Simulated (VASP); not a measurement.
Set up this calculation in VASP 6.6.1, as the native input.

```
Task                   : relaxation of cell and atoms
Functional             : LDA
Potentials or basis    : VASP PAW LDA potentials, release 64 (Li_sv, Mg)
Cutoff                 : 600 eV
k mesh                 : 6 × 6 × 6
Occupations            : fermi-dirac, width 0.1 eV
Spin                   : no spin polarisation
Target pressure        : 10 GPa
Dipole correction      : no
Further INCAR settings : ALGO = Normal; EDIFF = 1e-07; IBRION = 2; EDIFFG = -0.01; NSW = 80; ISIF = 3
```

The structure of LiMg3 lies in POSCAR:

```
LiMg3
1.0
    4.9266750000      0.0000000000      0.0000000000
    2.4633375000      4.2666257062      0.0000000000
    2.4633375000      1.4222085687      4.0226132928
Li Mg
1 3
Direct
    0.5000000000      0.5000000000      0.5000000000
    0.0000000000      0.0000000000      0.0000000000
    0.2500000000      0.2500000000      0.2500000000
    0.7500000000      0.7500000000      0.7500000000
```

One way to write it, as run:

INCAR

```
PREC = Accurate ; ENCUT = 600
EDIFF = 1E-7 ; ISMEAR = -1
SIGMA = 0.1 ; LREAL = False
LASPH = True ; NELM = 80
ALGO = Normal ; ISIF = 3
LWAVE = False ; LCHARG = False
IBRION = 2 ; NSW = 80
EDIFFG = -0.01 ; PSTRESS = 100.0
```

KPOINTS

```
Automatic mesh
0
Gamma
  6 6 6
```

Potentials or basis: VASP PAW LDA potentials, release 64 (Li_sv, Mg).

Run with:

```bash
$ cat potpaw_LDA.64/Li_sv/POTCAR potpaw_LDA.64/Mg/POTCAR > POTCAR
$ mpirun -np 1 vasp_std > vasp.out
```

Results of the run:

| Property | Result |
| --- | --- |
| Relaxed volume | 16.62 Å³/atom |
| Relaxed cell | a = 4.547 Å, b = 4.547 Å, c = 4.547 Å, α = 60.00°, β = 60.00°, γ = 60.00° |
| Space group after relaxing (to 0.05 Å) | Fm-3m (No. 225) |
| Energy change on relaxing (the enthalpy is what falls) | +90.2 meV/atom |
| Ionic steps | 3 |
| Pressure after relaxing | 9.9 GPa |

Caveat: the cutoff is under 1.25 times the usual one of these potentials, so pressure, stress and relaxed cells hold a basis-set (Pulay) error; the cell is relaxed towards a set pressure, so the enthalpy falls and the energy may rise; the volume moved by over 15 % at a fixed basis, so the end points are rough.

Wall time 20 s on 1 thread of AMD EPYC 9R45 96-Core Processor (Zen 5), on a shared host, peak memory 0.17 GiB.
